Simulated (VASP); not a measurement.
Here is a VASP 6.6.1 calculation.

Contents of INCAR:

```
  PREC = Accurate
  ENCUT = 520
  EDIFF = 1E-6
  ISMEAR = 0
  SIGMA = 0.1
  LREAL = F
  LASPH = T
  NELM = 60
  ALGO = Fast
  ISIF = 2
  LWAVE = F
  LCHARG = F
  GGA = PE
  NBANDS = 15
```

File KPOINTS:

```
Automatic mesh
0
Gamma
  16 16 8
```

The input POSCAR:

```
Al2Pt
1.0
    2.8882076916      0.0000000000      0.0000000000
    0.0000000000      2.8882076916      0.0000000000
    0.0000000000      0.0000000000      6.0242124360
Al Pt
2 1
Direct
    0.0000000000      0.0000000000      0.7395812315
    0.5000000000      0.5000000000      0.0700575910
    0.5000000000      0.5000000000      0.4817624525
```

Potentials or basis: VASP PAW PBE potentials, release 64 (Al, Pt).

Run with:

```bash
$ cat potpaw_PBE.64/Al/POTCAR potpaw_PBE.64/Pt/POTCAR > POTCAR
$ mpirun -np 1 vasp_std > vasp.out
```

**Question.** What does it give for the pressure?

**Answer.** -0.1 GPa.

**Question.** Estimate the band gap on the k mesh.

**Answer.** Zero (band 8 reaches 9.64 eV, above the bottom of band 9 at 7.02 eV).

**Question.** What does it give for the largest force?

**Answer.** 0.004 eV/Å.

Forces in eV/Å, atoms in the order of the input:
```
Al   0.000  0.000 -0.004
Al   0.000  0.000  0.001
Pt   0.000  0.000  0.003
```

Caveat: spin-orbit coupling is left out, which moves the levels of the heavy elements.
